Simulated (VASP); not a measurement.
**LiH: single point with PBEsol**

LiH:

```
CELL_PARAMETERS angstrom
0.00000 2.00299 2.00299
2.00299 0.00000 2.00299
2.00299 2.00299 0.00000
ATOMIC_POSITIONS crystal
Li 0.00000 0.00000 0.00000
H 0.50000 0.50000 0.50000
```

| Property | Result |
| --- | --- |
| Program | VASP 6.6.1 |
| Task | single point |
| Functional | PBEsol |
| Potentials or basis | VASP PAW PBE potentials, release 64 (Li_sv, H) |
| Cutoff | 750 eV |
| k mesh | 8 × 8 × 8 |
| Occupations | methfessel-paxton, width 0.2 eV |
| Spin | no spin polarisation |
| Dipole correction | no |
| Further INCAR settings | ALGO = Normal; EDIFF = 1e-06; NBANDS = 9 |

The pressure is -0.8 GPa and the band gap on the k mesh is 2.75 eV.

Levels at points of the mesh, in eV from the valence-band top:
```csv
k point,band 1,band 2,band 3,band 4,band 5,band 6
"(0.00, 0.00, 0.00)",-43.69,-5.56,16.11,17.75,17.75,17.75
"(0.50, 0.00, 0.00)",-43.64,-2.71,4.69,13.58,16.32,16.32
"(0.50, 0.50, 0.00)",-43.62,0.00,2.75,10.63,10.63,13.70
```

Run time: 12 s on 1 thread of Intel Xeon 8259CL (shared host), peak memory 0.15 GiB.

Caveat: the PAW data sets were made with another functional, which shifts forces and pressure a little. A k mesh can miss the band edges.
